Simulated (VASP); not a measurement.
# C (R-3m) in VASP: further runs, part 2 of 2

VASP 6.6.1.

**5. Single point, LDA**

This run uses another cell than the first one, of 11.34 Å³/atom.

File INCAR:

```
SYSTEM = C
  PREC = Accurate
  ENCUT = 520
  EDIFF = 1E-6
  ISMEAR = -1
  SIGMA = 0.05
  LREAL = .False.
  LASPH = .True.
  NELM = 100
  ALGO = Normal
  ISIF = 2
  LWAVE = .False.
  LCHARG = .False.
  NBANDS = 16
```

File KPOINTS:

```
Automatic mesh
0
Gamma
  11 11 11
  0 0 0
```

File POSCAR:

```
C
1.0
    1.2494161202      0.7213507318      8.3916093768
   -1.2494161202      0.7213507318      8.3916093768
    0.0000000000     -1.4427014636      8.3916093768
C
4
Direct
    0.9128269200      0.9128269200      0.9128269200
    0.2461499400      0.2461499400      0.2461499400
    0.7538500600      0.7538500600      0.7538500600
    0.0871730800      0.0871730800      0.0871730800
```

Potentials or basis: VASP PAW LDA potentials, release 64 (C).

The run is started by

```sh
$ cat potpaw_LDA.64/C/POTCAR > POTCAR
$ mpirun -np 1 vasp_std > vasp.out
```

OUTCAR:

```text
SYSTEM = C
   PREC = Accurate
   ENCUT = 520
   EDIFF = 1E-6
   ISMEAR = -1
   LREAL = .False.
   LASPH = .True.
   NELM = 100
   ISIF = 2

 ion  position               nearest neighbor table
   1  0.913  0.913  0.913-   2 1.44   2 1.44   2 1.44
   2  0.246  0.246  0.246-   1 1.44   1 1.44   1 1.44
   3  0.754  0.754  0.754-   4 1.44   4 1.44   4 1.44
   4  0.087  0.087  0.087-   3 1.44   3 1.44   3 1.44

  LATTYP: Found a trigonal (rhomboedric) cell.
 ALAT       =     8.5147222769
 COS(alpha) =     0.9569371043

  Lattice vectors:

 A1 = (   1.2494161202,   0.7213507318,   8.3916093768)
 A2 = (  -1.2494161202,   0.7213507318,   8.3916093768)
 A3 = (   0.0000000000,  -1.4427014636,   8.3916093768)

Analysis of symmetry for initial positions (statically):
=====================================================================
 Subroutine PRICEL returns:
 Original cell was already a primitive cell.

 Routine SETGRP: Setting up the symmetry group for a
 trigonal (rhombohedral) supercell.

 Subroutine GETGRP returns: Found 12 space group operations
 (whereof 12 operations were pure point group operations)
 out of a pool of 12 trial point group operations.

The static configuration has the point symmetry D_3d.

Analysis of symmetry for dynamics (positions and initial velocities):
=====================================================================
 Subroutine PRICEL returns:
 Original cell was already a primitive cell.

 Routine SETGRP: Setting up the symmetry group for a
 trigonal (rhombohedral) supercell.

 Subroutine GETGRP returns: Found 12 space group operations
 (whereof 12 operations were pure point group operations)
 out of a pool of 12 trial point group operations.

[... 120 lines left out ...]
   EFERMI_NEDOS =   21; number of points for ismear=-14 and -15
   IALGO  =     38    algorithm
   IMIX   =      4    mixing-type and parameters
     AMIX     =   0.40;   BMIX     =  1.00
     AMIX_MAG =   1.60;   BMIX_MAG =  1.00
  volume/ion in A,a.u.               =      11.34        76.56
  Fermi-wavevector in a.u.,A,eV,Ry     =   1.156551  2.185565 18.199292  1.337610
  Thomas-Fermi vector in A             =   2.293170
   LORBIT       =      0    0 simple, 1 ext, 2 COOP (PROOUT), +10 PAW based schemes
   GGA     = CA    functional components
   LHFCALC =     F    Hartree Fock is set to
   AEXX    =    0.0000 exact exchange contribution
   IVDW    =     0    specifies the selected vdW correction
   LEPSILON=     F    determine dielectric tensor
   LRPA    =     F    only Hartree local field effects (RPA)
 non-spin polarized calculation
  energy-cutoff  :      520.00
  volume of cell :       45.38
 maximum number of plane-waves:      1243
   NGX = 31   NGY = 31   NGZ = 31

 number of electron      16.0000001 magnetization

 Free energy of the ion-electron system (eV)
  ---------------------------------------------------
  ext. energy  EPLUGINS =         0.00000000
  ---------------------------------------------------
  free energy    TOTEN  =       -40.26987115 eV

  energy without entropy =      -40.26987042  energy(sigma->0) =      -40.26987079

 E-fermi :   2.5288     XC(G=0):  -9.2143

 val. band max:        1.9470907640   @ k =  -0.1818   0.4545   0.0909
 cond. band min:       3.1277205505   @ k =  -0.3636   0.3636   0.0000
 fundamental gap:      1.1806297865
 Fermi energy:         2.5288315205

 k-point     1 :       0.0000    0.0000    0.0000
  band No.  band energies     occupation
      1     -16.4640      2.00000
      2     -16.4118      2.00000
      3      -5.1348      2.00000
      4      -4.5203      2.00000
      5      -0.5052      2.00000
      6      -0.5052      2.00000
[... 433 lines left out ...]
      3      -5.5838      2.00000
      4      -5.5743      2.00000
      5      -4.2129      2.00000
      6      -4.2058      2.00000
[... 8 lines left out ...]
     15      13.7601      0.00000
     16      13.8133      0.00000

 [... further k-points ...]

------------------------ aborting loop because EDIFF is reached ----------------------------------------

  FORCE on cell =-STRESS in cart. coord.  units (eV):
  Direction    XX          YY          ZZ          XY          YZ          ZX
  --------------------------------------------------------------------------------------
  -------------------------------------------------------------------------------------
  Total       -5.5509190     -5.5509190     -0.2383081      0.0000000      0.0000000      0.0000000
  in kB     -195.9861510   -195.9861502     -8.4139384      0.0000000      0.0000000      0.0000000
  external PRESSURE =    -133.4620799 kB  Pullay stress =       0.0000000 kB

 VOLUME and BASIS-vectors are now :
 -----------------------------------------------------------------------------
  energy-cutoff  :      520.00
  volume of cell :       45.38
      direct lattice vectors                 reciprocal lattice vectors
     1.249416120  0.721350732  8.391609377     0.400186929  0.231048032  0.039722218
    -1.249416120  0.721350732  8.391609377    -0.400186929  0.231048032  0.039722218
     0.000000000 -1.442701464  8.391609377     0.000000000 -0.462096063  0.039722218

 POSITION                                       TOTAL-FORCE (eV/Angst)
 -----------------------------------------------------------------------------------
      0.00000      0.00000     22.98026         0.000000      0.000000     -0.005760
      0.00000      0.00000      6.19678         0.000000     -0.000000      0.002777
      0.00000      0.00000     18.97805         0.000000      0.000000     -0.002777
      0.00000      0.00000      2.19457         0.000000     -0.000000      0.005760
 -----------------------------------------------------------------------------------
    total drift:                               -0.000000     -0.000000      0.000000

  FREE ENERGIE OF THE ION-ELECTRON SYSTEM (eV)
  ---------------------------------------------------
  free  energy   TOTEN  =       -40.2698711510 eV

  energy  without entropy=      -40.2698704224  energy(sigma->0) =      -40.26987079
```

OSZICAR:

```text
N       E                     dE             d eps       ncg     rms          rms(c)
DAV:   1     0.387531845500E+02    0.38753E+02   -0.75667E+03  4704   0.891E+02
DAV:   2    -0.392024501831E+02   -0.77956E+02   -0.70946E+02  6392   0.186E+02
DAV:   3    -0.427282692056E+02   -0.35258E+01   -0.35034E+01  6264   0.387E+01
DAV:   4    -0.427694183241E+02   -0.41149E-01   -0.41127E-01  5888   0.511E+00
DAV:   5    -0.427702391218E+02   -0.82080E-03   -0.82069E-03  6176   0.681E-01    0.869E+00
DAV:   6    -0.408923818049E+02    0.18779E+01   -0.14467E+00  5536   0.698E+00    0.496E+00
DAV:   7    -0.402685733126E+02    0.62381E+00   -0.16845E+00  5736   0.765E+00    0.126E+00
DAV:   8    -0.402710501994E+02   -0.24769E-02   -0.72278E-02  5760   0.156E+00    0.215E-01
DAV:   9    -0.402699216615E+02    0.11285E-02   -0.16819E-03  6264   0.269E-01    0.118E-01
DAV:  10    -0.402698599102E+02    0.61751E-04   -0.87029E-04  5784   0.162E-01    0.617E-02
DAV:  11    -0.402698694860E+02   -0.95758E-05   -0.28840E-05  5816   0.329E-02    0.121E-02
DAV:  12    -0.402698710218E+02   -0.15357E-05   -0.12350E-06  5992   0.751E-03    0.147E-03
DAV:  13    -0.402698711510E+02   -0.12925E-06   -0.25217E-07  4288   0.357E-03
   1 F= -.40269871E+02 E0= -.40269871E+02  d E =-.728585E-06
```

stdout:

```text
POSCAR found type information on POSCAR C
 POSCAR found :  1 types and       4 ions
 scaLAPACK will be used
 LDA part: xc-table for (Slater(with rela. corr.)+CA(PZ))
 , standard interpolation
 POSCAR, INCAR and KPOINTS ok, starting setup
 FFT: planning ... GRIDC
 FFT: planning ... GRID_SOFT
 FFT: planning ... GRID
 WAVECAR not read
 entering main loop
```

Run time: 27 min. Hardware: 1 thread of Intel Xeon 8259CL, shared host; peak memory 0.42 GiB.

Results:

```
Free energy   : -40.2699 eV
Pressure      : -13.3 GPa
Largest force : 0.006 eV/Å
```

Forces on the atoms (eV/Å):
```
C    0.000  0.000 -0.006
C    0.000  0.000  0.003
C    0.000  0.000 -0.003
C    0.000  0.000  0.006
```

Caveat: the stress differs along the axes, from -20 to -1 GPa.

**6. Single point, LDA**

This run uses another cell than the first one, of 11.67 Å³/atom.

File INCAR:

```
ALGO     = Normal         # electronic algorithm
EDIFF    = 1E-6           # SCF threshold, eV
ENCUT    = 520            # plane-wave cutoff, eV
GGA      = CA             # functional
ISIF     = 2              # what is computed and relaxed
ISMEAR   = -1             # smearing method
LASPH    = True           # aspherical terms in the spheres
LCHARG   = False          # write CHGCAR
LREAL    = False          # projectors in reciprocal space
LWAVE    = False          # write WAVECAR
NBANDS   = 16             # bands
NELM     = 60             # most SCF steps
PREC     = Accurate       # precision mode
SIGMA    = 0.05           # smearing width, eV
```

File KPOINTS:

```
k-points
0
Gamma
  11 11 11
```

File POSCAR:

```
C
1.0
    1.2613160375      0.7282211523      8.4715342764
   -1.2613160375      0.7282211523      8.4715342764
    0.0000000000     -1.4564423046      8.4715342764
C
4
Direct
    0.9128269200      0.9128269200      0.9128269200
    0.2461499400      0.2461499400      0.2461499400
    0.7538500600      0.7538500600      0.7538500600
    0.0871730800      0.0871730800      0.0871730800
```

Potentials or basis: VASP PAW LDA potentials, release 64 (C).

The run is started by

```sh
$ cat potpaw_LDA.64/C/POTCAR > POTCAR
$ mpirun -np 1 vasp_std > vasp.out
```

It took 26 min on 1 thread of Intel Xeon 8259CL, shared host; peak memory 0.42 GiB.

The run converged. Its results:

```
Free energy   : -40.1410 eV
Pressure      : -18.4 GPa
Largest force : 0.006 eV/Å
```

Forces in eV/Å, atoms in the order of the input:
```
C    0.000  0.000 -0.006
C    0.000  0.000  0.002
C    0.000  0.000 -0.002
C    0.000  0.000  0.006
```

Stress tensor (GPa, compression positive):
```
-27.13   0.00   0.00
  0.00 -27.13   0.00
  0.00   0.00  -0.80
```

Caveat: the stress differs along the axes, from -27 to -1 GPa.

**7. Overview**

```tsv
cell	pressure (GPa)	largest force (eV/Å)
a = 8.262 Å, angles 16.9°, 4 atoms	6.6	-
a = 8.348 Å, angles 16.9°, 4 atoms	-1.0	-
a = 8.432 Å, angles 16.9°, 4 atoms	-7.6	0.01
a = 8.515 Å, angles 16.9°, 4 atoms	-13.3	0.01
a = 8.596 Å, angles 16.9°, 4 atoms	-18.4	0.01
```

Alike in all rows: task single point; level LDA; potentials or basis VASP PAW LDA potentials, release 64 (C); no spin polarisation; k mesh 11 × 11 × 11; cutoff (eV) 520; smearing fermi-dirac 0.05 eV.

Caveats: the stress differs along the axes, from -1 to 10 GPa (at least some runs); the stress differs along the axes, from -11 to -1 GPa (at least some runs); the stress differs along the axes, from -20 to -1 GPa (at least some runs); the stress differs along the axes, from -27 to -1 GPa (at least some runs).

Total energies depend on the potentials used, so only differences within one code and one set of settings carry meaning.
